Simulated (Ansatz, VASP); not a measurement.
**Two plane-wave programs on C**

Contents of INCAR:

```
PREC     = Accurate       # precision mode
ENCUT    = 520            # plane-wave cutoff, eV
EDIFF    = 1E-6           # SCF threshold, eV
ISMEAR   = 0              # smearing method
SIGMA    = 0.05           # smearing width, eV
LREAL    = F              # projectors in reciprocal space
LASPH    = T              # aspherical terms in the spheres
NELM     = 60             # most SCF steps
ALGO     = Normal         # electronic algorithm
ISIF     = 2              # what is computed and relaxed
LWAVE    = F              # write WAVECAR
LCHARG   = T              # write CHGCAR
GGA      = PE             # functional
IVDW     = 12             # dispersion correction
LELF     = T              # ELF
LVHAR    = T            
NBANDS   = 11             # bands
```

File KPOINTS:

```
Automatic mesh
0
Gamma
  15 15 15
```

POSCAR

```
C
1.0
    1.2427105179      0.7174792520      3.3888323960
   -1.2427105179      0.7174792520      3.3888323960
    0.0000000000     -1.4349585041      3.3888323960
C
2
Direct
    0.1684800132      0.1684800132      0.1684800132
    0.8315199868      0.8315199868      0.8315199868
```

Input for Ansatz:

```yaml
crystal:
  lattice:
    - [1.2427105179, 0.717479252, 3.388832396]
    - [-1.2427105179, 0.717479252, 3.388832396]
    - [0.0, -1.4349585041, 3.388832396]
  atoms:
    - { symbol: C, position: [0.1684800132, 0.1684800132, 0.1684800132] }
    - { symbol: C, position: [0.8315199868, 0.8315199868, 0.8315199868] }
basis:
  ecutwfc: 520.0
kpoints:
  mp_grid: { grid: [15, 15, 15] }
hamiltonian:
  xc: pbe
  pseudopotentials: { kind: paw, azcp: { folder: soft_1 } }
  dispersion: d3bj
scf:
  occupations: { method: gaussian, width: 0.05 }
output:
  forces: true
  stress: true
  eigenvalues: true
```

Change from the starting cell: mode 4 frozen in at +0.019 Å, equal normal strain along x, y and z +0.0083.

Alike in both runs: task single point; functional PBE; dispersion D3(BJ); k mesh 15 × 15 × 15; occupations gaussian, width 0.05 eV; no spin polarisation.

|  | VASP | Ansatz |
| --- | --- | --- |
| version | VASP 6.6.1 | Ansatz 0.2.0 |
| potentials or method | VASP PAW PBE potentials, release 64 (C), cutoff 520 eV | scalar-relativistic, plane waves, PAW |
| valence electrons in the cell | 8 | 8 |

Ansatz gave:

- gap on the k mesh at the Fermi level (eV): 0.57
- least direct gap on the mesh (eV): 0.57
- pressure (GPa): -7.0
- traceless stress, the component that is largest in VASP (GPa): 6.62
- rms of the force components (eV/Å): 0.366

What did VASP give for the same quantities?

gap on the k mesh at the Fermi level (eV): 0.57; least direct gap on the mesh (eV): 0.57; pressure (GPa): -6.6; traceless stress, the component that is largest in VASP (GPa): 6.11; rms of the force components (eV/Å): 0.364.

Atom by atom the forces differ by 0.001 eV/Å (rms over components).
